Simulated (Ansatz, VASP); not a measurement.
# Two plane-wave programs on GaSb

```
CELL_PARAMETERS angstrom
-1.58642 2.72747 2.95006
1.58642 -2.72747 2.95006
1.58642 2.72747 -2.95006
ATOMIC_POSITIONS crystal
Sb 0.50000 0.50000 0.00000
Ga 0.00000 0.00000 0.00000
```

Alike in both runs: task single point; functional LDA; k mesh 10 × 10 × 10; occupations fermi-dirac, width 0.05 eV; no spin polarisation.

|  | VASP | Ansatz |
| --- | --- | --- |
| version | VASP 6.6.1 | Ansatz 0.2.0 |
| potentials or method | VASP PAW LDA potentials, release 64 (Sb, Ga_d) | Ansatz PAW |
| plane-wave cutoff (eV) | 520 | 420 |
| valence electrons in the cell | 18 | 28 |

VASP gave:

| Property | Result |
| --- | --- |
| gap on the k mesh at the Fermi level (eV) | none |
| pressure (GPa) | -6.7 |
| traceless stress, the component that is largest in VASP (GPa) | 0.76 |

Estimate Ansatz's values.

gap on the k mesh at the Fermi level (eV): none; pressure (GPa): -6.7; traceless stress, the component that is largest in VASP (GPa): 0.74.

LDA's correlation is that of Perdew and Zunger in VASP and of Perdew and Wang (1992) in Ansatz. A gap of «none» marks a metal or a gap that the smearing closes. VASP's potentials hold 18 valence electrons a cell and Ansatz's 28, so a difference there can come from the potentials and not from the codes.

Neither program's run includes spin-orbit coupling.
